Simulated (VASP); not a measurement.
# Si2Ni (Fm-3m) in VASP: notebook

Si2Ni is run at these levels: PBE; tasks: single point.

Everything below comes from runs of VASP 6.6.1. Logs are shortened: lines on timing, memory, paths and dates and some standing lists are left out, and cuts for length are marked.

## 1. The cell of the first run

It takes space group Fm-3m (No. 225, cubic). Conventional cell: a = 5.407 Å, b = 5.407 Å, c = 5.407 Å, α = 90.00°, β = 90.00°, γ = 90.00°. Within 3.1 Å of Si (site symmetry -43m) lie 4 Ni at 2.34 Å and 6 Si at 2.70 Å. Ni (site symmetry m-3m) has 8 Si at 2.34 Å within 3.1 Å.

## 2. Single point, PBE, collinear spin, ferromagnetic start (volume scaled by 0.980)

INCAR reads:

```
SYSTEM = Si2Ni
PREC = Accurate ; ENCUT = 520
EDIFF = 1E-6 ; ISMEAR = 0
SIGMA = 0.05 ; LREAL = .False.
LASPH = .True. ; NELM = 150
ALGO = Normal ; ISIF = 2
LWAVE = .False. ; LCHARG = .False.
ISPIN = 2 ; MAGMOM = 0 0 0.05
LORBIT = 11 ; LMAXMIX = 4
GGA = PE ; NBANDS = 20
```

KPOINTS reads:

```
Automatic mesh
0
Gamma
  12 12 12
  0 0 0
```

POSCAR reads:

```
Si2Ni
1.0
    0.0000000000      2.7033876112      2.7033876112
    2.7033876112      0.0000000000      2.7033876112
    2.7033876112      2.7033876112      0.0000000000
Si Ni
2 1
Direct
    0.2500000000      0.2500000000      0.2500000000
    0.7500000000      0.7500000000      0.7500000000
    0.0000000000      0.0000000000      0.0000000000
```

Potentials or basis: VASP PAW PBE potentials, release 64 (Si, Ni).

Launch:

```bash
cat potpaw_PBE.64/Si/POTCAR potpaw_PBE.64/Ni/POTCAR > POTCAR
mpirun -np 1 vasp_std > vasp.out
```

OUTCAR:

```text
SYSTEM = Si2Ni
   PREC = Accurate
   ENCUT = 520
   EDIFF = 1E-6
   ISMEAR = 0
   LREAL = .False.
   LASPH = .True.
   NELM = 150
   ISIF = 2
   ISPIN = 2
   LORBIT = 11
   GGA = PE

 ion  position               nearest neighbor table
   1  0.250  0.250  0.250-   3 2.34   3 2.34   3 2.34   3 2.34   2 2.70   2 2.70   2 2.70   2 2.70
                             2 2.70   2 2.70
   2  0.750  0.750  0.750-   3 2.34   3 2.34   3 2.34   3 2.34   1 2.70   1 2.70   1 2.70   1 2.70
                             1 2.70   1 2.70
   3  0.000  0.000  0.000-   2 2.34   2 2.34   2 2.34   1 2.34   2 2.34   1 2.34   1 2.34   1 2.34

  LATTYP: Found a face centered cubic cell.
 ALAT       =     5.4067752224

  Lattice vectors:

 A1 = (   0.0000000000,   2.7033876112,   2.7033876112)
 A2 = (   2.7033876112,   0.0000000000,   2.7033876112)
 A3 = (   2.7033876112,   2.7033876112,   0.0000000000)

Analysis of symmetry for initial positions (statically):
=====================================================================
 Subroutine PRICEL returns:
 Original cell was already a primitive cell.

 Routine SETGRP: Setting up the symmetry group for a
 face centered cubic supercell.

 Subroutine GETGRP returns: Found 48 space group operations
[... 9 lines left out ...]

 Routine SETGRP: Setting up the symmetry group for a
 face centered cubic supercell.

 Subroutine GETGRP returns: Found 48 space group operations
 (whereof 48 operations were pure point group operations)
 out of a pool of 48 trial point group operations.

The dynamic configuration has the point symmetry O_h .

Analysis of structural, dynamic, and magnetic symmetry:
=====================================================================
 Subroutine PRICEL returns:
 Original cell was already a primitive cell.

 Routine SETGRP: Setting up the symmetry group for a
 face centered cubic supercell.

 Subroutine GETGRP returns: Found 48 space group operations
 (whereof 48 operations were pure point group operations)
 out of a pool of 48 trial point group operations.

The overall configuration has the point symmetry O_h .

 Subroutine INISYM returns: Found 48 space group operations
[... 5 lines left out ...]
                                     Primitive cell

  volume of cell :      39.5144

  direct lattice vectors                    reciprocal lattice vectors
     0.000000000  2.703387611  2.703387611    -0.184953130  0.184953130  0.184953130
     2.703387611  0.000000000  2.703387611     0.184953130 -0.184953130  0.184953130
     2.703387611  2.703387611  0.000000000     0.184953130  0.184953130 -0.184953130

  length of vectors
     3.823167424  3.823167424  3.823167424     0.320348218  0.320348218  0.320348218

  position of ions in fractional coordinates (direct lattice)
     0.250000000  0.250000000  0.250000000
     0.750000000  0.750000000  0.750000000
     0.000000000  0.000000000  0.000000000

  ion indices of the primitive-cell ions
   primitive index   ion index
                 1           1
                 2           2
                 3           3

----------------------------------------------------------------------------------------

 KPOINTS: Automatic mesh

Automatic generation of k-mesh.
 Grid dimensions read from file:
 generate k-points for:   12   12   12

 Generating k-lattice:

  Cartesian coordinates                     Fractional coordinates (reciprocal lattice)
    -0.015412761  0.015412761  0.015412761     0.083333333  0.000000000  0.000000000
     0.015412761 -0.015412761  0.015412761     0.000000000  0.083333333  0.000000000
     0.015412761  0.015412761 -0.015412761     0.000000000  0.000000000  0.083333333

  Length of vectors
     0.026695685  0.026695685  0.026695685

  Shift w.r.t. Gamma in fractional coordinates (k-lattice)
     0.000000000  0.000000000  0.000000000

 Subroutine IBZKPT returns following result:
 ===========================================

 Found     72 irreducible k-points:

 Following reciprocal coordinates:
            Coordinates               Weight
  0.000000  0.000000  0.000000      1.000000
  0.083333  0.000000  0.000000      8.000000
  0.166667  0.000000  0.000000      8.000000
  0.250000  0.000000  0.000000      8.000000
  0.333333  0.000000  0.000000      8.000000
  0.416667  0.000000  0.000000      8.000000
[... 16 lines left out ...]
  0.500000  0.166667  0.000000     24.000000
 -0.416667  0.166667  0.000000     24.000000
 [... further k-points ...]
   k-points           NKPTS =     72   k-points in BZ     NKDIM =     72   number of bands    NBANDS=     20
   number of dos      NEDOS =    301   number of ions     NIONS =      3
   total plane-waves  NPLWV =  21952
   dimension x,y,z NGX =    28 NGY =   28 NGZ =   28
   dimension x,y,z NGXF=    56 NGYF=   56 NGZF=   56
   ions per type =               2   1
   NGX,Y,Z   is equivalent  to a cutoff of  12.18, 12.18, 12.18 a.u.
   NGXF,Y,Z  is equivalent  to a cutoff of  24.35, 24.35, 24.35 a.u.
 SYSTEM =  Si2Ni
   PREC   = accura    normal or accurate (medium, high low for compatibility)
   ISTART =      0    job   : 0-new  1-cont  2-samecut
   ICHARG =      2    charge: 1-file 2-atom 10-const
   ISPIN  =      2    spin polarized calculation?
   LNONCOLLINEAR =      F non collinear calculations
   LSORBIT =      F    spin-orbit coupling
   LASPH  =      T    aspherical Exc in radial PAW
   ENCUT  =  520.0 eV  38.22 Ry    6.18 a.u.   7.11  7.11  7.11*2*pi/ulx,y,z
   NELM   =    150;   NELMIN=  2; NELMDL= -5     # of ELM steps
   EDIFF  = 0.1E-05   stopping-criterion for ELM
   LREAL  =      F    real-space projection
   EDIFFG = 0.1E-04   stopping-criterion for IOM
   NSW    =      0    number of steps for IOM
   IBRION =     -1    ionic relax: 0-MD 1-quasi-New 2-CG
   NFREE  =      0    steps in history (QN), initial steepest desc. (CG)
   ISIF   =      2    stress and relaxation
   ISYM   =      2    0-nonsym 1-usesym 2-fastsym
   POTIM  = 0.5000    time-step for ionic-motion
   TEBEG  =    0.0;   TEEND  =   0.0 temperature during run
   PSTRESS=    0.0 pullay stress
   NELECT =      18.0000    total number of electrons
   NUPDOWN=      -1.0000    fix difference up-down
   EMIN   =  10.00;   EMAX   =-10.00  energy-range for DOS
   EFERMI =   0.00;   METHOD = LEGACY
   ISMEAR =     0;   SIGMA  =   0.05  broadening in eV -4-tet -1-fermi 0-gaus
   EFERMI_NEDOS =   21; number of points for ismear=-14 and -15
   IALGO  =     38    algorithm
   IMIX   =      4    mixing-type and parameters
     AMIX     =   0.40;   BMIX     =  1.00
     AMIX_MAG =   1.60;   BMIX_MAG =  1.00
  volume/ion in A,a.u.               =      13.17        88.89
  Fermi-wavevector in a.u.,A,eV,Ry     =   1.259643  2.380379 21.588358  1.586700
  Thomas-Fermi vector in A             =   2.393192
   LORBIT       =     11    0 simple, 1 ext, 2 COOP (PROOUT), +10 PAW based schemes
   GGA     = PE    functional components
   LHFCALC =     F    Hartree Fock is set to
   AEXX    =    0.0000 exact exchange contribution
   IVDW    =     0    specifies the selected vdW correction
   LEPSILON=     F    determine dielectric tensor
   LRPA    =     F    only Hartree local field effects (RPA)
 spin polarized calculation
 Gauss-broadening in eV      SIGMA  =   0.05
  energy-cutoff  :      520.00
  volume of cell :       39.51
 maximum number of plane-waves:      1090
   NGX = 15   NGY = 15   NGZ = 15

 number of electron      18.0000000 magnetization      -0.0001567

 number of electron      18.0000000 magnetization       0.0000075

 Free energy of the ion-electron system (eV)
  ---------------------------------------------------
  ext. energy  EPLUGINS =         0.00000000
  ---------------------------------------------------
  free energy    TOTEN  =       -17.35870405 eV

  energy without entropy =      -17.35731202  energy(sigma->0) =      -17.35800803

 E-fermi :  10.4285     XC(G=0): -11.5847

 val. band max:       10.4213936903   @ k =   0.4167   0.3333   0.0833
 cond. band min:      10.4365059013   @ k =   0.5000   0.3333   0.0000
 fundamental gap:      0.0151122110
 Fermi energy:        10.4284908917

 spin component 1

 k-point     1 :       0.0000    0.0000    0.0000
  band No.  band energies     occupation
      1      -3.4017      1.00000
      2       5.2474      1.00000
      3       5.2474      1.00000
      4       5.2474      1.00000
      5       6.9390      1.00000
      6       6.9390      1.00000
[... 12 lines left out ...]
     19      19.6215      0.00000
     20      23.3316      0.00000
[... 507 lines left out ...]
 k-point    24 :      -0.4167    0.1667    0.0000
  band No.  band energies     occupation
      1       0.0104      1.00000
      2       0.8623      1.00000
      3       5.0113      1.00000
      4       5.8280      1.00000
      5       6.2419      1.00000
      6       6.8712      1.00000
[... 12 lines left out ...]
     19      23.8518      0.00000
     20      24.3741      0.00000

 [... further k-points ...]

 spin component 2

 k-point     1 :       0.0000    0.0000    0.0000
  band No.  band energies     occupation
      1      -3.4017      1.00000
      2       5.2474      1.00000
      3       5.2474      1.00000
      4       5.2474      1.00000
      5       6.9390      1.00000
      6       6.9390      1.00000
[... 12 lines left out ...]
     19      19.6215      0.00000
     20      23.3316      0.00000
[... 507 lines left out ...]
 k-point    24 :      -0.4167    0.1667    0.0000
  band No.  band energies     occupation
      1       0.0104      1.00000
      2       0.8623      1.00000
      3       5.0113      1.00000
      4       5.8280      1.00000
      5       6.2418      1.00000
      6       6.8712      1.00000
[... 12 lines left out ...]
     19      23.8518      0.00000
     20      24.3741      0.00000

 [... further k-points ...]

------------------------ aborting loop because EDIFF is reached ----------------------------------------

  FORCE on cell =-STRESS in cart. coord.  units (eV):
  Direction    XX          YY          ZZ          XY          YZ          ZX
  --------------------------------------------------------------------------------------
  -------------------------------------------------------------------------------------
  Total        0.7391052      0.7391052      0.7391052     -0.0000000     -0.0000000     -0.0000000
  in kB       29.9682847     29.9682847     29.9682847     -0.0000000     -0.0000000     -0.0000000
  external PRESSURE =      29.9682847 kB  Pullay stress =       0.0000000 kB

 VOLUME and BASIS-vectors are now :
 -----------------------------------------------------------------------------
  energy-cutoff  :      520.00
  volume of cell :       39.51
      direct lattice vectors                 reciprocal lattice vectors
     0.000000000  2.703387611  2.703387611    -0.184953130  0.184953130  0.184953130
     2.703387611  0.000000000  2.703387611     0.184953130 -0.184953130  0.184953130
     2.703387611  2.703387611  0.000000000     0.184953130  0.184953130 -0.184953130

 POSITION                                       TOTAL-FORCE (eV/Angst)
 -----------------------------------------------------------------------------------
      1.35169      1.35169      1.35169         0.000000      0.000000      0.000000
      4.05508      4.05508      4.05508        -0.000000     -0.000000     -0.000000
      0.00000      0.00000      0.00000         0.000000      0.000000      0.000000
 -----------------------------------------------------------------------------------
    total drift:                               -0.000000     -0.000000      0.000000

  FREE ENERGIE OF THE ION-ELECTRON SYSTEM (eV)
  ---------------------------------------------------
  free  energy   TOTEN  =       -17.3587040475 eV

  energy  without entropy=      -17.3573120198  energy(sigma->0) =      -17.35800803

 total charge

# of ion       s       p       d       tot
------------------------------------------
    1        0.740   0.845   0.000   1.585
    2        0.740   0.845   0.000   1.585
    3        0.559   0.800   8.448   9.807
--------------------------------------------------
tot          2.038   2.491   8.448  12.977

 magnetization (x)

# of ion       s       p       d       tot
------------------------------------------
    1        0.000   0.000   0.000   0.000
    2        0.000   0.000   0.000   0.000
    3       -0.000  -0.000  -0.000  -0.000
--------------------------------------------------
tot          0.000  -0.000  -0.000  -0.000
```

Wall time 96 s (1 thread of Intel Xeon 6975P-C, shared host); peak memory 0.23 GiB.

Results:

* Free energy: -17.3587 eV
* Pressure: 3.0 GPa
* Band gap on the k mesh: zero (filled and empty bands overlap)
* Net moment: 0.00 μB per cell
* Valence electrons inside the program's atomic spheres: Si 1.58; Ni 9.81

Levels at points of the mesh, in eV from the Fermi level:
Spin up:
| k point | band 6 | band 7 | band 8 | band 9 | band 10 | band 11 | band 12 | band 13 |
| --- | --- | --- | --- | --- | --- | --- | --- | --- |
| (0.00, 0.00, 0.00) | -3.49 | -0.29 | 1.72 | 1.72 | 1.72 | 2.30 | 2.30 | 2.30 |
| (0.50, 0.00, 0.00) | -3.30 | -3.30 | -1.43 | -1.43 | 1.81 | 1.82 | 1.82 | 2.63 |
| (0.50, 0.50, 0.00) | -3.58 | -3.58 | -3.41 | -3.09 | -0.41 | 1.43 | 7.75 | 8.32 |
Spin down:
| k point | band 5 | band 6 | band 7 | band 8 | band 9 | band 10 | band 11 | band 12 | band 13 | band 14 |
| --- | --- | --- | --- | --- | --- | --- | --- | --- | --- | --- |
| (0.00, 0.00, 0.00) | -3.49 | -3.49 | -0.29 | 1.72 | 1.72 | 1.72 | 2.30 | 2.30 | 2.30 | 4.74 |
| (0.50, 0.00, 0.00) | -3.69 | -3.30 | -3.30 | -1.43 | -1.43 | 1.81 | 1.82 | 1.82 | 2.63 | 9.22 |
| (0.50, 0.50, 0.00) | -4.51 | -3.58 | -3.58 | -3.41 | -3.09 | -0.41 | 1.43 | 7.75 | 8.32 | 8.32 |

(Continued in part 2 of 2.)
